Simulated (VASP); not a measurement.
SiC, 8 atoms in the cell. Symmetry: P6_3mc, No. 186, hexagonal system. The conventional cell has a = 3.222 Å, b = 3.222 Å, c = 9.270 Å, α = 90.00°, β = 90.00°, γ = 120.00°. Si (site symmetry 3m) has 4 C at 1.74 to 1.95 Å within 2.3 Å. Within 2.3 Å of Si (site symmetry 3m) lie 4 C at 1.74 to 1.95 Å. Within 2.3 Å of C (site symmetry 3m) lie 4 Si at 1.74 to 1.95 Å. Within 2.3 Å of C (site symmetry 3m) lie 4 Si at 1.74 to 1.95 Å. 

```yaml
Program: VASP 6.6.1
Task: single point
Functional: PBEsol
Potentials_or_basis: VASP PAW PBE potentials, release 64 (Si, C)
Cutoff: 520 eV
k_mesh: 12 × 12 × 4
Occupations: gaussian, width 0.05 eV
Spin: no spin polarisation
Dipole_correction: no
Further_INCAR_settings: ALGO = Normal; EDIFF = 1e-07; NBANDS = 26
```

Potentials or basis: VASP PAW PBE potentials, release 64 (Si, C).

The run is started by

```bash
$ cat potpaw_PBE.64/Si/POTCAR potpaw_PBE.64/C/POTCAR > POTCAR
$ mpirun -np 1 vasp_std > vasp.out
```

Hardware: 1 thread of Intel(R) Xeon(R) 6975P-C (Granite Rapids) (shared host).

Task: How long does it take, and how much memory?

Result: Wall time 43 s on 1 thread of Intel(R) Xeon(R) 6975P-C (Granite Rapids), with other jobs on the host, peak memory 0.23 GiB. Counts: scf iterations 14, k points 57.
